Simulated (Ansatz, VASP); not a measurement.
## Two plane-wave programs on TaN

```
Ta N
1.0
     3.12728    0.00000    0.00000
     1.56364    2.70831    0.00000
     1.56364    0.90277    2.55342
Ta N
1 1
Direct
  0.50000 0.50000 0.50000
  0.00000 0.00000 0.00000
```

Alike in both runs: task single point; functional RPBE; k mesh 10 × 10 × 10; occupations gaussian, width 0.02 eV; no spin polarisation.

|  | VASP | Ansatz |
| --- | --- | --- |
| version | VASP 6.6.1 | Ansatz 0.2.0 |
| potentials or method | VASP PAW PBE potentials, release 64 (Ta_pv, N) | Ansatz PAW |
| plane-wave cutoff (eV) | 520 | 420 |
| valence electrons in the cell | 16 | 18 |

Ansatz gave:

* gap on the k mesh at the Fermi level (eV): none
* pressure (GPa): 3.3

Problem. Estimate VASP's values.

Solution. gap on the k mesh at the Fermi level (eV): none; pressure (GPa): 4.0.

VASP's potentials were made for PBE, not for RPBE. A gap of «none» marks a metal or a gap that the smearing closes. The functional is the same, so the differences come from potentials, cutoffs and numerics. VASP's potentials hold 16 valence electrons a cell and Ansatz's 18, so a difference there can come from the potentials and not from the codes.

Neither program's run includes spin-orbit coupling.
